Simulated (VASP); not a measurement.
# Ga (P6_3/mmc) in VASP: a series of runs

The runs below take Ga through single point, with PBEsol.

Everything below comes from runs of VASP 6.6.1. Logs are shortened: lines on timing, memory, paths and dates and some standing lists are left out, and cuts for length are marked.

### 1 The cell of the first run

The structure is hexagonal, space group P6_3/mmc (No. 194). Conventional cell: a = 2.933 Å, b = 2.933 Å, c = 9.531 Å, α = 90.00°, β = 90.00°, γ = 120.00°. Ga (site symmetry -3m) has 12 Ga at 2.92 to 2.93 Å within 3.9 Å. Within 3.9 Å of Ga (site symmetry -6m2) lie 12 Ga at 2.92 to 2.93 Å.

This isn't the form of Ga at room conditions, which is orthorhombic.

### 2 Single point, PBEsol

INCAR reads:

```
ALGO = Normal
EDIFF = 1E-6
ENCUT = 520
GGA = PS
ISIF = 2
ISMEAR = -1
LASPH = T
LCHARG = T
LELF = T
LREAL = F
LVHAR = T
LWAVE = F
NBANDS = 34
NELM = 80
PREC = Accurate
SIGMA = 0.1
```

KPOINTS reads:

```
k-points
0
Gamma
  12 12 4
```

POSCAR reads:

```
Ga
1.0
    2.9329855675      0.0000000000      0.0000000000
   -1.4664927838      2.5400400104      0.0000000000
    0.0000000000      0.0000000000      9.5310345304
Ga
4
Direct
    0.0000000000      0.0000000000      1.0000000000
    1.0000000000      1.0000000000      0.5000000000
    0.3333333333      0.6666666667      0.2500000000
    0.6666666667      0.3333333333      0.7500000000
```

Potentials or basis: VASP PAW PBE potentials, release 64 (Ga_d).

Started as:

```sh
$ cat potpaw_PBE.64/Ga_d/POTCAR > POTCAR
$ mpirun -np 1 vasp_std > vasp.out
```

OUTCAR:

```text
EDIFF = 1E-6
   ENCUT = 520
   GGA = PS
   ISIF = 2
   ISMEAR = -1
   LASPH = T
   LREAL = F
   NELM = 80
   PREC = Accurate

 ion  position               nearest neighbor table
   1  0.000  0.000  0.000-
   2  0.000  0.000  0.500-
   3  0.333  0.667  0.250-
   4  0.667  0.333  0.750-

  LATTYP: Found a hexagonal cell.
 ALAT       =     2.9329855675
 C/A-ratio  =     3.2496015787

  Lattice vectors:

 A1 = (   2.9329855675,   0.0000000000,   0.0000000000)
 A2 = (  -1.4664927838,   2.5400400104,   0.0000000000)
 A3 = (   0.0000000000,   0.0000000000,   9.5310345304)

Analysis of symmetry for initial positions (statically):
=====================================================================
 Subroutine PRICEL returns:
 Original cell was already a primitive cell.

 Routine SETGRP: Setting up the symmetry group for a
 hexagonal supercell.

 Subroutine GETGRP returns: Found 24 space group operations
 (whereof 12 operations were pure point group operations)
 out of a pool of 24 trial point group operations.

The static configuration has the point symmetry D_3d.
 The point group associated with its full space group is D_6h.

Analysis of symmetry for dynamics (positions and initial velocities):
=====================================================================
 Subroutine PRICEL returns:
 Original cell was already a primitive cell.

 Routine SETGRP: Setting up the symmetry group for a
 hexagonal supercell.

 Subroutine GETGRP returns: Found 24 space group operations
 (whereof 12 operations were pure point group operations)
 out of a pool of 24 trial point group operations.

The dynamic configuration has the point symmetry D_3d.
 The point group associated with its full space group is D_6h.

 Subroutine INISYM returns: Found 24 space group operations
 (whereof 12 operations are pure point group operations),
 and found     1 'primitive' translations

----------------------------------------------------------------------------------------

                                     Primitive cell

  volume of cell :      71.0053

  direct lattice vectors                    reciprocal lattice vectors
     2.932985567  0.000000000  0.000000000     0.340949513  0.196847293  0.000000000
[... 79 lines left out ...]
   NGXF,Y,Z  is equivalent  to a cutoff of  27.21, 27.21, 25.12 a.u.
 SYSTEM =  unknown system
   PREC   = accura    normal or accurate (medium, high low for compatibility)
   ISTART =      0    job   : 0-new  1-cont  2-samecut
   ICHARG =      2    charge: 1-file 2-atom 10-const
   ISPIN  =      1    spin polarized calculation?
   LNONCOLLINEAR =      F non collinear calculations
   LSORBIT =      F    spin-orbit coupling
   LASPH  =      T    aspherical Exc in radial PAW
   ENCUT  =  520.0 eV  38.22 Ry    6.18 a.u.   5.45  5.45 17.72*2*pi/ulx,y,z
   NELM   =     80;   NELMIN=  2; NELMDL= -5     # of ELM steps
   EDIFF  = 0.1E-05   stopping-criterion for ELM
   LREAL  =      F    real-space projection
   EDIFFG = 0.1E-04   stopping-criterion for IOM
   NSW    =      0    number of steps for IOM
   IBRION =     -1    ionic relax: 0-MD 1-quasi-New 2-CG
   NFREE  =      0    steps in history (QN), initial steepest desc. (CG)
   ISIF   =      2    stress and relaxation
   ISYM   =      2    0-nonsym 1-usesym 2-fastsym
   POTIM  = 0.5000    time-step for ionic-motion
   TEBEG  =    0.0;   TEEND  =   0.0 temperature during run
   PSTRESS=    0.0 pullay stress
   NELECT =      52.0000    total number of electrons
   NUPDOWN=      -1.0000    fix difference up-down
   EMIN   =  10.00;   EMAX   =-10.00  energy-range for DOS
   EFERMI =   0.00;   METHOD = LEGACY
   ISMEAR =    -1;   SIGMA  =   0.10  broadening in eV -4-tet -1-fermi 0-gaus
   EFERMI_NEDOS =   21; number of points for ismear=-14 and -15
   IALGO  =     38    algorithm
   IMIX   =      4    mixing-type and parameters
     AMIX     =   0.40;   BMIX     =  1.00
     AMIX_MAG =   1.60;   BMIX_MAG =  1.00
  volume/ion in A,a.u.               =      17.75       119.79
  Fermi-wavevector in a.u.,A,eV,Ry     =   1.475636  2.788547 29.626689  2.177500
  Thomas-Fermi vector in A             =   2.590261
   LORBIT       =      0    0 simple, 1 ext, 2 COOP (PROOUT), +10 PAW based schemes
   GGA     = PS    functional components
   LHFCALC =     F    Hartree Fock is set to
   AEXX    =    0.0000 exact exchange contribution
   IVDW    =     0    specifies the selected vdW correction
   LEPSILON=     F    determine dielectric tensor
   LRPA    =     F    only Hartree local field effects (RPA)
 non-spin polarized calculation
  energy-cutoff  :      520.00
  volume of cell :       71.01
 maximum number of plane-waves:      1955
 NGX is ok and might be reduce to    24
   NGX = 11   NGY = 11   NGZ = 35

 number of electron      51.9999981 magnetization

 Free energy of the ion-electron system (eV)
  ---------------------------------------------------
  ext. energy  EPLUGINS =         0.00000000
  ---------------------------------------------------
  free energy    TOTEN  =       -13.34503582 eV

  energy without entropy =      -13.29847722  energy(sigma->0) =      -13.32175652

 E-fermi :   5.9726     XC(G=0): -11.4610

 val. band max:        5.9406503706   @ k =   0.3333   0.3333   0.5000
 cond. band min:       6.0448299658   @ k =   0.2500   0.1667   0.5000
 fundamental gap:      0.1041795952
 Fermi energy:         5.9726399482

 k-point     1 :       0.0000    0.0000    0.0000
  band No.  band energies     occupation
      1      -9.0118      2.00000
      2      -8.9593      2.00000
      3      -8.9351      2.00000
      4      -8.9157      2.00000
      5      -8.9157      2.00000
      6      -8.9056      2.00000
[... 877 lines left out ...]
     33      13.5244      0.00000
     34      14.5175      0.00000

 [... further k-points ...]
[... 5 lines left out ...]
  --------------------------------------------------------------------------------------
  -------------------------------------------------------------------------------------
  Total        0.0070230      0.0070230     -0.0074875     -0.0000000      0.0000000      0.0000000
  in kB        0.1584678      0.1584678     -0.1689502     -0.0000000      0.0000000      0.0000000
  external PRESSURE =       0.0493285 kB  Pullay stress =       0.0000000 kB

 VOLUME and BASIS-vectors are now :
 -----------------------------------------------------------------------------
  energy-cutoff  :      520.00
  volume of cell :       71.01
      direct lattice vectors                 reciprocal lattice vectors
     2.932985567  0.000000000  0.000000000     0.340949513  0.196847293  0.000000000
    -1.466492784  2.540040010  0.000000000     0.000000000  0.393694586  0.000000000
     0.000000000  0.000000000  9.531034530     0.000000000  0.000000000  0.104920405

 POSITION                                       TOTAL-FORCE (eV/Angst)
 -----------------------------------------------------------------------------------
      0.00000      0.00000      0.00000         0.000000      0.000000      0.000000
      0.00000      0.00000      4.76552         0.000000      0.000000      0.000000
     -0.00000      1.69336      2.38276        -0.000000      0.000000     -0.000000
      1.46649      0.84668      7.14828         0.000000     -0.000000      0.000000
 -----------------------------------------------------------------------------------
    total drift:                               -0.000000      0.000000      0.000000

  FREE ENERGIE OF THE ION-ELECTRON SYSTEM (eV)
  ---------------------------------------------------
  free  energy   TOTEN  =       -13.3450358167 eV

  energy  without entropy=      -13.2984772245  energy(sigma->0) =      -13.32175652
```

OSZICAR:

```text
N       E                     dE             d eps       ncg     rms          rms(c)
DAV:   1     0.333301573256E+03    0.33330E+03   -0.25489E+04  4260   0.296E+03
DAV:   2     0.259427851316E+02   -0.30736E+03   -0.30001E+03  3988   0.508E+02
DAV:   3    -0.123168969092E+02   -0.38260E+02   -0.37702E+02  4424   0.144E+02
DAV:   4    -0.135013105090E+02   -0.11844E+01   -0.11733E+01  4546   0.281E+01
DAV:   5    -0.135281652812E+02   -0.26855E-01   -0.26833E-01  4914   0.435E+00    0.196E+00
DAV:   6    -0.133778162688E+02    0.15035E+00   -0.31291E-01  4876   0.750E+00    0.924E-01
DAV:   7    -0.133488714979E+02    0.28945E-01   -0.70907E-02  5290   0.265E+00    0.264E-01
DAV:   8    -0.133449800838E+02    0.38914E-02   -0.69214E-03  4384   0.200E+00    0.430E-02
DAV:   9    -0.133449911292E+02   -0.11045E-04   -0.17633E-03  4606   0.972E-01    0.186E-02
DAV:  10    -0.133450279292E+02   -0.36800E-04   -0.43127E-04  4486   0.304E-01    0.118E-02
DAV:  11    -0.133450329565E+02   -0.50273E-05   -0.68663E-05  5130   0.212E-01    0.253E-03
DAV:  12    -0.133450356939E+02   -0.27374E-05   -0.27110E-05  5470   0.830E-02    0.146E-03
DAV:  13    -0.133450358167E+02   -0.12275E-06   -0.21230E-06  2620   0.289E-02
   1 F= -.13345036E+02 E0= -.13321757E+02  d E =-.465586E-01
```

stdout:

```text
POSCAR found type information on POSCAR Ga
 POSCAR found :  1 types and       4 ions
 scaLAPACK will be used
 -----------------------------------------------------------------------------
|                                                                             |
|                                                                             |
|     You enforced a specific xc type in the INCAR file but a different       |
|     I HOPE YOU KNOW WHAT YOU ARE DOING!                                     |
|                                                                             |
 -----------------------------------------------------------------------------

 LDA part: xc-table for (Slater+PW92), standard interpolation
 POSCAR, INCAR and KPOINTS ok, starting setup
 FFT: planning ... GRIDC
 FFT: planning ... GRID_SOFT
 FFT: planning ... GRID
 WAVECAR not read
 entering main loop
```

Wall time 1.7 min (1 thread of Intel Xeon Platinum 8488C (Sapphire Rapids), shared host); peak memory 0.24 GiB.

Results:

- Free energy: -13.3450 eV
- Pressure: 0.0 GPa
- Band gap on the k mesh: zero (bands 26 and 27 overlap by 5.82 eV)

Caveat: the PAW data sets were made with another functional, which shifts forces and pressure a little.

### 3 Single point, PBEsol (15.62 Å³/atom)

This run uses another cell than the first one, of 15.62 Å³/atom.

INCAR reads:

```
PREC = Accurate
ENCUT = 520
EDIFF = 1E-6
ISMEAR = -1
SIGMA = 0.1
LREAL = F
LASPH = T
NELM = 60
ALGO = Normal
ISIF = 2
LWAVE = F
LCHARG = T
GGA = PS
LELF = T
LVHAR = T
NBANDS = 34
```

KPOINTS reads:

```
regular mesh
0
Gamma
  14 14 4
```

POSCAR reads:

```
Ga
1.0
    2.8106330577      0.0000000000      0.0000000000
   -1.4053165289      2.4340796287      0.0000000000
    0.0000000000      0.0000000000      9.1334376214
Ga
4
Direct
    0.0000000000      0.0000000000      1.0000000000
    1.0000000000      1.0000000000      0.5000000000
    0.3333333333      0.6666666667      0.2500000000
    0.6666666667      0.3333333333      0.7500000000
```

Potentials or basis: VASP PAW PBE potentials, release 64 (Ga_d).

Started as:

```sh
$ cat potpaw_PBE.64/Ga_d/POTCAR > POTCAR
$ mpirun -np 1 vasp_std > vasp.out
```

It took 2 min on 1 thread of Intel Xeon Platinum 8488C (Sapphire Rapids), shared host; peak memory 0.25 GiB.

The run converged. Its results:

```
Free energy            : -13.0844 eV
Pressure               : 10.5 GPa
Band gap on the k mesh : zero (bands 26 and 27 overlap by 6.69 eV)
```

Stress tensor (GPa, compression positive):
```
 9.94  0.00  0.00
 0.00  9.94  0.00
 0.00  0.00 11.60
```

Levels at points of the mesh, in eV from the Fermi level:
```
           k point  band 22  band 23  band 24  band 25  band 26  band 27  band 28  band 29  band 30  band 31
(0.00, 0.00, 0.00)   -10.80   -10.80    -5.11    -5.01     4.20     4.21    11.27    11.27    12.22    12.22
(0.50, 0.00, 0.00)    -5.90    -4.44    -4.21    -4.11    -3.73     0.82     1.05     1.43     2.55     5.40
(0.00, 0.00, 0.50)   -12.23    -8.40    -8.40    -0.84    -0.84     9.93     9.93    11.59    11.59    11.59
(0.50, 0.00, 0.50)    -5.69    -5.37    -5.37    -2.17    -2.17    -1.41    -1.41     4.76     4.76     5.92
```

Caveat: the cell stands under pressure; the PAW data sets were made with another functional, which shifts forces and pressure a little.

### 4 Single point, PBEsol (16.33 Å³/atom)

This run uses another cell than the first one, of 16.33 Å³/atom.

INCAR reads:

```
PREC     = Accurate       # precision mode
ENCUT    = 520            # plane-wave cutoff, eV
EDIFF    = 1E-7           # SCF threshold, eV
ISMEAR   = -1             # smearing method
SIGMA    = 0.1            # smearing width, eV
LREAL    = False          # projectors in reciprocal space
LASPH    = True           # aspherical terms in the spheres
NELM     = 60             # most SCF steps
ALGO     = Normal         # electronic algorithm
ISIF     = 2              # what is computed and relaxed
LWAVE    = False          # write WAVECAR
LCHARG   = False          # write CHGCAR
GGA      = PS             # functional
NBANDS   = 34             # bands
```

KPOINTS reads:

```
Automatic mesh
0
Gamma
  14 14 4
```

POSCAR reads:

```
Ga
1.0
    2.8525889904      0.0000000000      0.0000000000
   -1.4262944952      2.4704145322      0.0000000000
    0.0000000000      0.0000000000      9.2697776865
Ga
4
Direct
    0.0000000000      0.0000000000      1.0000000000
    1.0000000000      1.0000000000      0.5000000000
    0.3333333333      0.6666666667      0.2500000000
    0.6666666667      0.3333333333      0.7500000000
```

Potentials or basis: VASP PAW PBE potentials, release 64 (Ga_d).

Started as:

```sh
$ cat potpaw_PBE.64/Ga_d/POTCAR > POTCAR
$ mpirun -np 1 vasp_std > vasp.out
```

OUTCAR:

```text
PREC = Accurate
   ENCUT = 520
   EDIFF = 1E-7
   ISMEAR = -1
   LREAL = False
   LASPH = True
   NELM = 60
   ISIF = 2
   GGA = PS

 ion  position               nearest neighbor table
   1  0.000  0.000  0.000-   3 2.84   4 2.84   3 2.84   4 2.84   4 2.84   3 2.84
   2  0.000  0.000  0.500-   3 2.84   4 2.84   3 2.84   4 2.84   4 2.84   3 2.84
   3  0.333  0.667  0.250-   1 2.84   2 2.84   1 2.84   2 2.84   1 2.84   2 2.84
   4  0.667  0.333  0.750-   1 2.84   2 2.84   1 2.84   2 2.84   1 2.84   2 2.84

  LATTYP: Found a hexagonal cell.
 ALAT       =     2.8525889904
 C/A-ratio  =     3.2496015787

  Lattice vectors:

 A1 = (   2.8525889904,   0.0000000000,   0.0000000000)
 A2 = (  -1.4262944952,   2.4704145322,   0.0000000000)
 A3 = (   0.0000000000,   0.0000000000,   9.2697776865)

Analysis of symmetry for initial positions (statically):
=====================================================================
 Subroutine PRICEL returns:
 Original cell was already a primitive cell.

 Routine SETGRP: Setting up the symmetry group for a
 hexagonal supercell.

 Subroutine GETGRP returns: Found 24 space group operations
[... 166 lines left out ...]
  ---------------------------------------------------
  free energy    TOTEN  =       -13.23077634 eV

  energy without entropy =      -13.18019070  energy(sigma->0) =      -13.20548352

 E-fermi :   6.8865     XC(G=0): -11.8959

 val. band max:        6.8293599779   @ k =   0.3571   0.0714   0.0000
 cond. band min:       6.8867189268   @ k =   0.3571   0.2143   0.2500
 fundamental gap:      0.0573589488
 Fermi energy:         6.8864715544

 k-point     1 :       0.0000    0.0000    0.0000
  band No.  band energies     occupation
      1      -8.3025      2.00000
      2      -8.2184      2.00000
      3      -8.2114      2.00000
      4      -8.1609      2.00000
      5      -8.1609      2.00000
      6      -8.1567      2.00000
[... 877 lines left out ...]
     33      11.0304      0.00000
     34      11.0925      0.00000

 [... further k-points ...]
[... 5 lines left out ...]
  --------------------------------------------------------------------------------------
  -------------------------------------------------------------------------------------
  Total        2.3126096      2.3126096      2.9456968      0.0000000      0.0000000      0.0000000
  in kB       56.7197821     56.7197821     72.2470755      0.0000000      0.0000000      0.0000000
  external PRESSURE =      61.8955465 kB  Pullay stress =       0.0000000 kB

 VOLUME and BASIS-vectors are now :
 -----------------------------------------------------------------------------
  energy-cutoff  :      520.00
  volume of cell :       65.32
      direct lattice vectors                 reciprocal lattice vectors
     2.852588990  0.000000000  0.000000000     0.350558739  0.202395182  0.000000000
    -1.426294495  2.470414532  0.000000000     0.000000000  0.404790365  0.000000000
     0.000000000  0.000000000  9.269777686     0.000000000  0.000000000  0.107877452

 POSITION                                       TOTAL-FORCE (eV/Angst)
 -----------------------------------------------------------------------------------
      0.00000      0.00000      0.00000        -0.000000      0.000000      0.000000
      0.00000      0.00000      4.63489        -0.000000      0.000000      0.000000
     -0.00000      1.64694      2.31744        -0.000000      0.000000      0.000000
      1.42629      0.82347      6.95233         0.000000     -0.000000     -0.000000
 -----------------------------------------------------------------------------------
    total drift:                               -0.000000      0.000000      0.000000

  FREE ENERGIE OF THE ION-ELECTRON SYSTEM (eV)
  ---------------------------------------------------
  free  energy   TOTEN  =       -13.2307763448 eV

  energy  without entropy=      -13.1801906998  energy(sigma->0) =      -13.20548352
```

Wall time 2.2 min (1 thread of Intel Xeon Platinum 8488C (Sapphire Rapids), shared host); peak memory 0.25 GiB.

Results:

- Free energy: -13.2308 eV
- Pressure: 6.2 GPa
- Band gap on the k mesh: zero (bands 26 and 27 overlap by 6.44 eV)

Levels at points of the mesh, in eV from the Fermi level:
```
           k point  band 24  band 25  band 26  band 27  band 28  band 29
(0.00, 0.00, 0.00)    -5.06    -4.74     4.07     4.08    10.87    10.87
(0.50, 0.00, 0.00)    -4.08    -3.97    -3.67     0.77     0.91     1.46
(0.00, 0.00, 0.50)    -8.13    -0.81    -0.81     9.62     9.62    11.19
(0.50, 0.00, 0.50)    -5.16    -2.08    -2.08    -1.41    -1.41     4.62
```

Caveat: the cell stands under pressure; the PAW data sets were made with another functional, which shifts forces and pressure a little.

### 5 Single point, PBEsol (17.04 Å³/atom)

This run uses another cell than the first one, of 17.04 Å³/atom.

INCAR reads:

```
PREC = Accurate ; ENCUT = 520
EDIFF = 1E-6 ; ISMEAR = -1
SIGMA = 0.1 ; LREAL = F
LASPH = T ; NELM = 60
ALGO = Normal ; ISIF = 2
LWAVE = F ; LCHARG = F
GGA = PS ; NBANDS = 34
```

KPOINTS reads:

```
regular mesh
0
Gamma
  14 14 4
```

POSCAR reads:

```
Ga
1.0
    2.8933457682      0.0000000000      0.0000000000
   -1.4466728841      2.5057109372      0.0000000000
    0.0000000000      0.0000000000      9.4022209759
Ga
4
Direct
    0.0000000000      0.0000000000      1.0000000000
    1.0000000000      1.0000000000      0.5000000000
    0.3333333333      0.6666666667      0.2500000000
    0.6666666667      0.3333333333      0.7500000000
```

Started as:

```sh
$ cat potpaw_PBE.64/Ga_d/POTCAR > POTCAR
$ mpirun -np 1 vasp_std > vasp.out
```

It took 2 min on 1 thread of Intel Xeon Platinum 8488C (Sapphire Rapids), shared host; peak memory 0.26 GiB.

It converged, with:

* Free energy: -13.3097 eV
* Pressure: 2.8 GPa
* Band gap on the k mesh: zero (bands 26 and 27 overlap by 6.20 eV)

Stress tensor (GPa, compression positive):
```
2.37 0.00 0.00
0.00 2.37 0.00
0.00 0.00 3.79
```

Levels at points of the mesh, in eV from the Fermi level:
| k point | band 23 | band 24 | band 25 | band 26 | band 27 | band 28 | band 29 | band 30 |
| --- | --- | --- | --- | --- | --- | --- | --- | --- |
| (0.00, 0.00, 0.00) | -10.13 | -5.01 | -4.50 | 3.96 | 3.96 | 10.51 | 10.51 | 11.41 |
| (0.50, 0.00, 0.00) | -4.06 | -4.03 | -3.76 | -3.61 | 0.71 | 0.78 | 1.48 | 2.53 |
| (0.00, 0.00, 0.50) | -7.89 | -7.89 | -0.78 | -0.78 | 9.33 | 9.33 | 10.81 | 10.81 |
| (0.50, 0.00, 0.50) | -4.96 | -4.96 | -1.99 | -1.99 | -1.41 | -1.41 | 4.48 | 4.48 |

Caveat: the PAW data sets were made with another functional, which shifts forces and pressure a little.

[end of part 1 of 2]
